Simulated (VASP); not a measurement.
**GaN: single point with PBE**

GaN:

```
Ga N
1.0
     0.00000    2.24895    2.34948
     2.24895    0.00000    2.34948
     2.24895    2.24895    0.00000
Ga N
1 1
Direct
  0.00000 0.00000 0.00000
  0.25000 0.25000 0.25000
```

This cell differs from its parent crystal: uniaxial z strain +4.5%.

```json
{"Program": "VASP 6.6.1", "Task": "single point", "Functional": "PBE", "Potentials or basis": "VASP PAW PBE potentials, release 64 (Ga_d, N)", "Cutoff": "520 eV", "k mesh": "10 × 10 × 10", "Occupations": "fermi-dirac, width 0.02 eV", "Spin": "no spin polarisation", "Dipole correction": "no", "Further INCAR settings": "ALGO = Normal; EDIFF = 1e-07; NBANDS = 16"}
```

```
Pressure               : -1.7 GPa
Band gap on the k mesh : 1.40 eV
```

Stress tensor (GPa, compression positive):
```
 0.25  0.00  0.00
 0.00  0.25  0.00
 0.00  0.00 -5.68
```

Levels at points of the mesh, in eV from the valence-band top:
```tsv
k point	band 5	band 6	band 7	band 8	band 9	band 10	band 11	band 12	band 13	band 14
(0.00, 0.00, 0.00)	-13.21	-13.21	-0.22	0.00	0.00	1.40	9.97	9.97	10.09	17.03
(0.50, 0.00, 0.00)	-13.15	-11.96	-6.86	-1.16	-0.83	4.26	8.47	9.85	10.41	15.21
(0.50, 0.50, 0.00)	-13.15	-11.67	-6.35	-2.42	-2.42	3.46	6.79	11.01	13.63	13.63
(0.50, 0.00, 0.50)	-13.14	-11.46	-5.88	-2.74	-2.74	3.19	6.15	11.55	12.93	13.90
```

It took 42 s on 1 thread of Intel Xeon 8259CL (shared host), peak memory 0.16 GiB.

Caveat: the cell differs from its parent crystal (uniaxial z strain +4.5%).
